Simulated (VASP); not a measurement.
Wanted: the native input for a VASP 6.6.1 run.

| Item | Value |
| --- | --- |
| Task | single point |
| Functional | PBEsol |
| Potentials or basis | VASP PAW PBE potentials, release 64 (Te, Au) |
| Cutoff | 520 eV |
| k mesh | 14 × 14 × 4 |
| Occupations | gaussian, width 0.1 eV |
| Spin | no spin polarisation |
| Dipole correction | no |
| Further INCAR settings | ALGO = Normal; EDIFF = 1e-06; NBANDS = 22 |

The structure of Te3Au lies in POSCAR:

```
Te3Au
1.0
    2.8856050303      0.0000000000      0.0000000000
    0.0000000000      2.8856050303      0.0000000000
    0.0000000000      0.0000000000     13.1990355744
Te Au
3 1
Direct
    0.0000000000      0.0000000000      0.1959370869
    0.0000000000      0.0000000000      0.5000000000
    0.0000000000      0.0000000000      0.8040629131
    0.0000000000      0.0000000000      0.0000000000
```

This cell differs from its parent crystal: strained and its atoms moved.

The input as run:

INCAR

```
SYSTEM = Te3Au
PREC = Accurate ; ENCUT = 520
EDIFF = 1E-6 ; ISMEAR = 0
SIGMA = 0.1 ; LREAL = .FALSE.
LASPH = .TRUE. ; NELM = 100
ALGO = Normal ; ISIF = 2
LWAVE = .FALSE. ; LCHARG = .TRUE.
GGA = PS ; LELF = .TRUE.
LVHAR = .TRUE. ; NBANDS = 22
```

KPOINTS

```
Automatic mesh
0
G
  14 14 4
  0 0 0
```

Potentials or basis: VASP PAW PBE potentials, release 64 (Te, Au).

Launch:

```console
$ cat potpaw_PBE.64/Te/POTCAR potpaw_PBE.64/Au/POTCAR > POTCAR
$ mpirun -np 1 vasp_std > vasp.out
```

Results of the run:

```
Pressure      : 9.8 GPa
Largest force : 0.590 eV/Å
```

Caveat: the cell differs from its parent crystal (strained and its atoms moved); the PAW data sets were made with another functional, which shifts forces and pressure a little; this functional lacks dispersion, which binds the layers, so the pressure and a relaxed spacing across them are unreliable.

Run time: 3.5 min on 1 thread of Intel(R) Xeon(R) Platinum 8124M CPU @ 3.00GHz (Skylake/Cascade Lake), with other jobs on the host, peak memory 0.4 GiB.
